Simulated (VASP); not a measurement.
# InSb (I4mm) in VASP: single point with LDA

Aim: the single point of InSb with LDA.

All numbers are computed with VASP 6.6.1; they aren't measurements. Logs are shortened: lines on timing, memory, paths and dates and some standing lists are left out, and cuts for length are marked.

## 1. The cell of the first run

The structure is tetragonal, space group I4mm (No. 107). The conventional cell has a = 4.229 Å, b = 4.229 Å, c = 5.841 Å, α = 90.00°, β = 90.00°, γ = 90.00°. Within 3.8 Å of In (site symmetry 4mm) lie 6 Sb at 2.86 to 2.99 Å. Sb (site symmetry 4mm) has 6 In at 2.86 to 2.99 Å within 3.8 Å.

## 2. Single point, LDA (mode 4 frozen in at -0.034 Å, normal strain along x -0.0233)

The input, INCAR:

```
SYSTEM = InSb
PREC     = Accurate       ! precision mode
ENCUT    = 520            ! plane-wave cutoff, eV
EDIFF    = 1E-6           ! SCF threshold, eV
ISMEAR   = 0              ! smearing method
SIGMA    = 0.15           ! smearing width, eV
LREAL    = .False.        ! projectors in reciprocal space
LASPH    = .True.         ! aspherical terms in the spheres
NELM     = 80             ! most SCF steps
ALGO     = Normal         ! electronic algorithm
ISIF     = 2              ! what is computed and relaxed
LWAVE    = .False.        ! write WAVECAR
LCHARG   = .True.         ! write CHGCAR
GGA      = CA             ! functional
LELF     = .True.         ! ELF
LVHAR    = .True.       
NBANDS   = 16             ! bands
```

The input, KPOINTS:

```
Automatic mesh
0
Gamma
  14 14 14
  0 0 0
```

The input, POSCAR:

```
InSb
1.0
    0.0000000000      2.9902672302      2.9902672302
    2.9205940037      0.0000000000      2.9902672302
    2.9205940037      2.9902672302      0.0000000000
In Sb
1 1
Direct
    0.0056851106     -0.0056851106     -0.0056851106
    0.4946390191      0.5053609809      0.5053609809
```

Potentials or basis: VASP PAW LDA potentials, release 64 (In_d, Sb).

Run with:

```
> cat potpaw_LDA.64/In_d/POTCAR potpaw_LDA.64/Sb/POTCAR > POTCAR
> mpirun -np 1 vasp_std > vasp.out
```

OUTCAR:

```text
SYSTEM = InSb
   PREC = Accurate
   ENCUT = 520
   EDIFF = 1E-6
   ISMEAR = 0
   LREAL = .False.
   LASPH = .True.
   NELM = 80
   ISIF = 2
   GGA = CA

 ion  position               nearest neighbor table
   1  0.006  0.994  0.994-   2 2.86   2 2.99   2 2.99   2 2.99   2 2.99   2 2.99
   2  0.495  0.505  0.505-   1 2.86   1 2.99   1 2.99   1 2.99   1 2.99   1 2.99

  LATTYP: Found a body centered tetragonal cell.
 ALAT       =     4.2288764721
 C/A-ratio  =     1.3812623864

  Lattice vectors:

 A1 = (  -2.9205940037,   0.0000000000,  -2.9902672302)
 A2 = (  -2.9205940037,   0.0000000000,   2.9902672302)
 A3 = (   2.9205940037,   2.9902672302,   0.0000000000)

Analysis of symmetry for initial positions (statically):
=====================================================================
 Subroutine PRICEL returns:
 Original cell was already a primitive cell.

 Routine SETGRP: Setting up the symmetry group for a
 body centered tetragonal supercell.

 Subroutine GETGRP returns: Found  8 space group operations
 (whereof  8 operations were pure point group operations)
 out of a pool of 16 trial point group operations.

The static configuration has the point symmetry C_4v.

Analysis of symmetry for dynamics (positions and initial velocities):
=====================================================================
 Subroutine PRICEL returns:
 Original cell was already a primitive cell.

 Routine SETGRP: Setting up the symmetry group for a
 body centered tetragonal supercell.

 Subroutine GETGRP returns: Found  8 space group operations
 (whereof  8 operations were pure point group operations)
 out of a pool of 16 trial point group operations.

The dynamic configuration has the point symmetry C_4v.

 Subroutine INISYM returns: Found  8 space group operations
 (whereof  8 operations are pure point group operations),
 and found     1 'primitive' translations

----------------------------------------------------------------------------------------

                                     Primitive cell

  volume of cell :      52.2301

  direct lattice vectors                    reciprocal lattice vectors
     0.000000000  2.990267230  2.990267230    -0.171198051  0.167209136  0.167209136
     2.920594004  0.000000000  2.990267230     0.171198051 -0.167209136  0.167209136
     2.920594004  2.990267230  0.000000000     0.171198051  0.167209136 -0.167209136

  length of vectors
     4.228876472  4.179900411  4.179900411     0.291935888  0.291935888  0.291935888

  position of ions in fractional coordinates (direct lattice)
     0.005685111  0.994314889  0.994314889
     0.494639019  0.505360981  0.505360981

  ion indices of the primitive-cell ions
   primitive index   ion index
                 1           1
                 2           2

----------------------------------------------------------------------------------------

 KPOINTS: Automatic mesh

Automatic generation of k-mesh.
 Grid dimensions read from file:
 generate k-points for:   14   14   14

 Generating k-lattice:

  Cartesian coordinates                     Fractional coordinates (reciprocal lattice)
    -0.012228432  0.011943510  0.011943510     0.071428571  0.000000000  0.000000000
     0.012228432 -0.011943510  0.011943510     0.000000000  0.071428571 -0.000000000
     0.012228432  0.011943510 -0.011943510     0.000000000 -0.000000000  0.071428571

  Length of vectors
     0.020852563  0.020852563  0.020852563

  Shift w.r.t. Gamma in fractional coordinates (k-lattice)
     0.000000000  0.000000000  0.000000000

 Subroutine IBZKPT returns following result:
 ===========================================

 Found    244 irreducible k-points:

 Following reciprocal coordinates:
            Coordinates               Weight
  0.000000  0.000000  0.000000      1.000000
  0.071429 -0.000000 -0.000000      8.000000
  0.142857  0.000000  0.000000      8.000000
  0.214286  0.000000  0.000000      8.000000
  0.285714 -0.000000 -0.000000      8.000000
  0.357143  0.000000  0.000000      8.000000
[... 16 lines left out ...]
  0.214286  0.142857  0.000000     16.000000
  0.285714  0.142857 -0.000000     16.000000
 [... further k-points ...]
   k-points           NKPTS =    244   k-points in BZ     NKDIM =    244   number of bands    NBANDS=     16
   number of dos      NEDOS =    301   number of ions     NIONS =      2
   total plane-waves  NPLWV =  32768
   dimension x,y,z NGX =    32 NGY =   32 NGZ =   32
   dimension x,y,z NGXF=    64 NGYF=   64 NGZF=   64
   ions per type =               1   1
   NGX,Y,Z   is equivalent  to a cutoff of  12.58, 12.73, 12.73 a.u.
   NGXF,Y,Z  is equivalent  to a cutoff of  25.16, 25.45, 25.45 a.u.
 SYSTEM =  InSb
   PREC   = accura    normal or accurate (medium, high low for compatibility)
   ISTART =      0    job   : 0-new  1-cont  2-samecut
   ICHARG =      2    charge: 1-file 2-atom 10-const
   ISPIN  =      1    spin polarized calculation?
   LNONCOLLINEAR =      F non collinear calculations
   LSORBIT =      F    spin-orbit coupling
   LASPH  =      T    aspherical Exc in radial PAW
   ENCUT  =  520.0 eV  38.22 Ry    6.18 a.u.   7.86  7.77  7.77*2*pi/ulx,y,z
   NELM   =     80;   NELMIN=  2; NELMDL= -5     # of ELM steps
   EDIFF  = 0.1E-05   stopping-criterion for ELM
   LREAL  =      F    real-space projection
   EDIFFG = 0.1E-04   stopping-criterion for IOM
   NSW    =      0    number of steps for IOM
   IBRION =     -1    ionic relax: 0-MD 1-quasi-New 2-CG
   NFREE  =      0    steps in history (QN), initial steepest desc. (CG)
   ISIF   =      2    stress and relaxation
   ISYM   =      2    0-nonsym 1-usesym 2-fastsym
   POTIM  = 0.5000    time-step for ionic-motion
   TEBEG  =    0.0;   TEEND  =   0.0 temperature during run
   PSTRESS=    0.0 pullay stress
   NELECT =      18.0000    total number of electrons
   NUPDOWN=      -1.0000    fix difference up-down
   EMIN   =  10.00;   EMAX   =-10.00  energy-range for DOS
   EFERMI =   0.00;   METHOD = LEGACY
   ISMEAR =     0;   SIGMA  =   0.15  broadening in eV -4-tet -1-fermi 0-gaus
   EFERMI_NEDOS =   21; number of points for ismear=-14 and -15
   IALGO  =     38    algorithm
   IMIX   =      4    mixing-type and parameters
     AMIX     =   0.40;   BMIX     =  1.00
     AMIX_MAG =   1.60;   BMIX_MAG =  1.00
  volume/ion in A,a.u.               =      26.12       176.23
  Fermi-wavevector in a.u.,A,eV,Ry     =   1.147780  2.168989 17.924296  1.317399
  Thomas-Fermi vector in A             =   2.284458
   LORBIT       =      0    0 simple, 1 ext, 2 COOP (PROOUT), +10 PAW based schemes
   GGA     = CA    functional components
   LHFCALC =     F    Hartree Fock is set to
   AEXX    =    0.0000 exact exchange contribution
   IVDW    =     0    specifies the selected vdW correction
   LEPSILON=     F    determine dielectric tensor
   LRPA    =     F    only Hartree local field effects (RPA)
 non-spin polarized calculation
 Gauss-broadening in eV      SIGMA  =   0.15
  energy-cutoff  :      520.00
  volume of cell :       52.23
 maximum number of plane-waves:      1427
   NGX = 15   NGY = 15   NGZ = 15

 number of electron      17.9999997 magnetization

 Free energy of the ion-electron system (eV)
  ---------------------------------------------------
  ext. energy  EPLUGINS =         0.00000000
  ---------------------------------------------------
  free energy    TOTEN  =        -8.03801772 eV

  energy without entropy =       -8.02222238  energy(sigma->0) =       -8.03012005

 E-fermi :   7.6669     XC(G=0): -10.4078

 val. band max:        7.6645671201   @ k =  -0.1429   0.4286   0.2857
 cond. band min:       7.6702550479   @ k =  -0.2143   0.0714   0.0714
 fundamental gap:      0.0056879279
 Fermi energy:         7.6669013340

 k-point     1 :       0.0000    0.0000    0.0000
  band No.  band energies     occupation
      1      -6.8304      2.00000
      2      -6.8124      2.00000
      3      -6.7862      2.00000
      4      -6.7862      2.00000
      5      -6.7713      2.00000
      6      -3.9952      2.00000
[... 8 lines left out ...]
     15      14.0369      0.00000
     16      14.4904      0.00000

 k-point     2 :       0.0714   -0.0000   -0.0000
  band No.  band energies     occupation
      1      -6.8327      2.00000
      2      -6.8142      2.00000
      3      -6.7857      2.00000
      4      -6.7846      2.00000
      5      -6.7705      2.00000
      6      -3.9344      2.00000
[... 8 lines left out ...]
     15      14.1043      0.00000
     16      14.2828      0.00000

 k-point     3 :       0.1429    0.0000    0.0000
  band No.  band energies     occupation
      1      -6.8396      2.00000
      2      -6.8199      2.00000
      3      -6.7847      2.00000
      4      -6.7792      2.00000
      5      -6.7674      2.00000
      6      -3.7532      2.00000
[... 8 lines left out ...]
     15      14.4408      0.00000
     16      14.4939      0.00000

 k-point     4 :       0.2143    0.0000    0.0000
  band No.  band energies     occupation
      1      -6.8500      2.00000
      2      -6.8291      2.00000
      3      -6.7845      2.00000
      4      -6.7706      2.00000
      5      -6.7616      2.00000
      6      -3.4561      2.00000
[... 8 lines left out ...]
     15      15.0020      0.00000
     16      15.0094      0.00000
[... 324 lines left out ...]
 k-point    22 :       0.1429    0.1429    0.0000
  band No.  band energies     occupation
      1      -6.8503      2.00000
      2      -6.8168      2.00000
      3      -6.7916      2.00000
      4      -6.7749      2.00000
      5      -6.7621      2.00000
      6      -3.6705      2.00000
[... 8 lines left out ...]
     15      15.4728      0.00000
     16      15.5266      0.00000

 k-point    23 :       0.2143    0.1429    0.0000
  band No.  band energies     occupation
      1      -6.8650      2.00000
      2      -6.8185      2.00000
      3      -6.7930      2.00000
      4      -6.7684      2.00000
      5      -6.7570      2.00000
      6      -3.4483      2.00000
[... 8 lines left out ...]
     15      15.8504      0.00000
     16      15.9541      0.00000

 k-point    24 :       0.2857    0.1429   -0.0000
  band No.  band energies     occupation
      1      -6.8792      2.00000
      2      -6.8255      2.00000
      3      -6.7923      2.00000
      4      -6.7614      2.00000
      5      -6.7505      2.00000
      6      -3.1147      2.00000
[... 8 lines left out ...]
     15      16.3402      0.00000
     16      16.5598      0.00000

 [... further k-points ...]

------------------------ aborting loop because EDIFF is reached ----------------------------------------

  FORCE on cell =-STRESS in cart. coord.  units (eV):
  Direction    XX          YY          ZZ          XY          YZ          ZX
  --------------------------------------------------------------------------------------
  -------------------------------------------------------------------------------------
  Total        1.2647670      0.2296112      0.2296112      0.0000000      0.0000000      0.0000000
  in kB       38.7971591      7.0434021      7.0434021      0.0000000      0.0000000      0.0000000
  external PRESSURE =      17.6279878 kB  Pullay stress =       0.0000000 kB

 VOLUME and BASIS-vectors are now :
 -----------------------------------------------------------------------------
  energy-cutoff  :      520.00
  volume of cell :       52.23
      direct lattice vectors                 reciprocal lattice vectors
     0.000000000  2.990267230  2.990267230    -0.171198051  0.167209136  0.167209136
     2.920594004  0.000000000  2.990267230     0.171198051 -0.167209136  0.167209136
     2.920594004  2.990267230  0.000000000     0.171198051  0.167209136 -0.167209136

 POSITION                                       TOTAL-FORCE (eV/Angst)
 -----------------------------------------------------------------------------------
      5.80798      2.99027      2.99027         0.286145      0.000000      0.000000
      2.95191      2.99027      2.99027        -0.286145      0.000000      0.000000
 -----------------------------------------------------------------------------------
    total drift:                                0.000539      0.000000      0.000000

  FREE ENERGIE OF THE ION-ELECTRON SYSTEM (eV)
  ---------------------------------------------------
  free  energy   TOTEN  =        -8.0380177162 eV

  energy  without entropy=       -8.0222223841  energy(sigma->0) =       -8.03012005
```

Run time: 78 s. Hardware: 1 thread of AMD EPYC 9R45 (Zen 5), shared host; peak memory 0.29 GiB.

Results:

- Free energy: -8.0380 eV
- Pressure: 1.8 GPa
- Largest force: 0.286 eV/Å
- Band gap on the k mesh: zero (band 9 reaches 8.33 eV, above the bottom of band 10 at 5.17 eV)

Forces on the atoms (eV/Å):
```
In   0.286  0.000  0.000
Sb  -0.286  0.000  0.000
```

Caveat: the cell differs from its parent crystal (mode 4 frozen in at -0.034 Å, normal strain along x -0.0233); spin-orbit coupling is left out, which moves the levels of the heavy elements.
